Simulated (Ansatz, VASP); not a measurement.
## As in VASP and in Ansatz

The input POSCAR:

```
As
1.0
    2.6484890792      0.0000000000      0.0000000000
    0.0000000000      2.6484890792      0.0000000000
    0.0000000000      0.0000000000      2.6484890792
As
1
Direct
    0.5000000000      0.5000000000      0.5000000000
```

INCAR.step1

```
ALGO = Normal
EDIFF = 1E-5
ENCUT = 520
GGA = PE
ISIF = 2
ISMEAR = -1
LASPH = True
LCHARG = False
LREAL = False
LWAVE = True
NBANDS = 8
NELM = 80
PREC = Accurate
SIGMA = 0.05
```

The input INCAR.step2:

```
ALGO = Normal
EDIFF = 1E-7
ENCUT = 520
GGA = PE
HFSCREEN = 0.2079
ISIF = 2
ISMEAR = -1
ISTART = 1
LASPH = True
LCHARG = False
LHFCALC = True
LREAL = False
LWAVE = False
NBANDS = 8
NELM = 80
PREC = Accurate
PRECFOCK = Normal
SIGMA = 0.05
```

The input KPOINTS:

```
k-points
0
Gamma
  6 6 6
```

input

```
crystal:
  lattice:
    - [2.6484890792, 0.0, 0.0]
    - [0.0, 2.6484890792, 0.0]
    - [0.0, 0.0, 2.6484890792]
  atoms:
    - { symbol: As, position: [0.5, 0.5, 0.5] }
hamiltonian:
  xc: hse06
  pseudopotentials: { kind: paw }
kpoints:
  mp_grid: { grid: [6, 6, 6] }
scf:
  occupations: { method: fermi_dirac, width: 0.05 }
output:
  forces: true
  stress: true
  eigenvalues: true
```

Alike in both runs: task single point; functional HSE06; k mesh 6 × 6 × 6; occupations fermi-dirac, width 0.05 eV; no spin polarisation.

```csv
,VASP,Ansatz
version,VASP 6.6.1,Ansatz 0.2.0
potentials or method,"VASP PAW PBE potentials, release 64 (As)",Ansatz PAW
plane-wave cutoff (eV),520,420
valence electrons in the cell,5,15
```

```tsv
	VASP	Ansatz	Ansatz less VASP
gap on the k mesh at the Fermi level (eV)	none	none	-
pressure (GPa)	4.5	5.0	+0.50
```

A gap of «none» marks a metal or a gap that the smearing closes. The functional is the same, so the differences come from potentials, cutoffs and numerics. VASP's potentials hold 5 valence electrons a cell and Ansatz's 15, so a difference there can come from the potentials and not from the codes.

The k mesh is coarse, so the values compare programs but aren't converged.
